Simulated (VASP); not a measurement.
Write the native input for VASP 6.6.1 that does the following.

* Task: single point
* Functional: PBE
* Potentials or basis: VASP PAW PBE potentials, release 64 (Ga_d, N)
* Cutoff: 600 eV
* k mesh: 1 × 1 × 1
* Occupations: gaussian, width 0.01 eV
* Spin: no spin polarisation
* Dipole correction: no
* Further INCAR settings: ALGO = Normal; EDIFF = 1e-06; NBANDS = 46

The structure of GaN lies in POSCAR:

```
GaN
1.0
    6.3778600000      0.0000000000      0.0000000000
   -1.5944650000      2.7616950000      0.0000000000
    0.0000000000      0.0000000000      5.1923570000
Ga N
4 4
Direct
    0.3479980000      0.3250190000      0.5021260000
    0.1675850000      0.6771430000      0.9882830000
    0.8276470000      0.3386260000      0.4948660000
    0.6466110000      0.6816020000      0.9960650000
    0.3307320000      0.3239070000      0.8676370000
    0.1613740000      0.6602390000      0.3737070000
    0.8286710000      0.3367000000      0.8776870000
    0.6669980000      0.6559490000      0.3773920000
```

One way to write it, as run:

INCAR

```
PREC = Accurate
ENCUT = 600
EDIFF = 1E-6
ISMEAR = 0
SIGMA = 0.01
LREAL = False
LASPH = True
NELM = 120
ALGO = Normal
ISIF = 2
LWAVE = False
LCHARG = True
GGA = PE
LELF = True
LVHAR = True
NBANDS = 46
GGA_COMPAT = False
```

KPOINTS

```
regular mesh
0
Gamma
  1 1 1
```

Potentials or basis: VASP PAW PBE potentials, release 64 (Ga_d, N).

Command:

```console
$ cat potpaw_PBE.64/Ga_d/POTCAR potpaw_PBE.64/N/POTCAR > POTCAR
$ mpirun -np 1 vasp_gam > vasp.out
```

It gave:

| Item | Value |
| --- | --- |
| Pressure | 14.8 GPa |
| Largest force | 2.978 eV/Å |

Caveat: the k points lie up to 1.97 Å⁻¹ apart; forces of over 1 eV/Å act on the atoms, so gaps and moduli don't describe the material at rest.

Wall time 13 s on 1 thread of Intel(R) Xeon(R) Platinum 8488C (Sapphire Rapids), on a shared host, peak memory 0.22 GiB.
